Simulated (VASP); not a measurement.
A run of VASP 6.6.1:

Contents of INCAR:

```
SYSTEM = Pb
ALGO = Normal
EDIFF = 1E-7
ENCUT = 520
GGA = RP
ISIF = 2
ISMEAR = -1
LASPH = .True.
LCHARG = .True.
LELF = .True.
LREAL = .False.
LVHAR = .True.
LWAVE = .False.
NBANDS = 66
NELM = 60
PREC = Accurate
SIGMA = 0.1
```

KPOINTS

```
k-points
0
Gamma
  5 5 5
  0 0 0
```

POSCAR

```
Pb
1.0
    6.4965752688      0.0000000000      0.0000000000
    0.0000000000      6.4965752688      0.0000000000
    0.0000000000      0.0000000000      6.4965752688
Pb
8
Direct
    0.0000000000      1.0000000000      1.0000000000
    0.5000000000      0.5000000000      0.5000000000
    0.2500000000      0.0000000000      0.5000000000
    0.7500000000      0.0000000000      0.5000000000
    0.5000000000      0.2500000000      1.0000000000
    0.5000000000      0.7500000000      1.0000000000
    1.0000000000      0.5000000000      0.2500000000
    1.0000000000      0.5000000000      0.7500000000
```

Potentials or basis: VASP PAW PBE potentials, release 64 (Pb_d).

Run with:

```bash
$ cat potpaw_PBE.64/Pb_d/POTCAR > POTCAR
$ mpirun -np 1 vasp_std > vasp.out
```

Hardware: 1 thread of AMD EPYC 7R13 Processor (Zen 3), on a shared host.

Q: How long does it take, and how much memory?

A: It took 3.6 min on 1 thread of AMD EPYC 7R13 Processor (Zen 3), on a shared host, peak memory 0.35 GiB. Counts: scf iterations 16, k points 10.
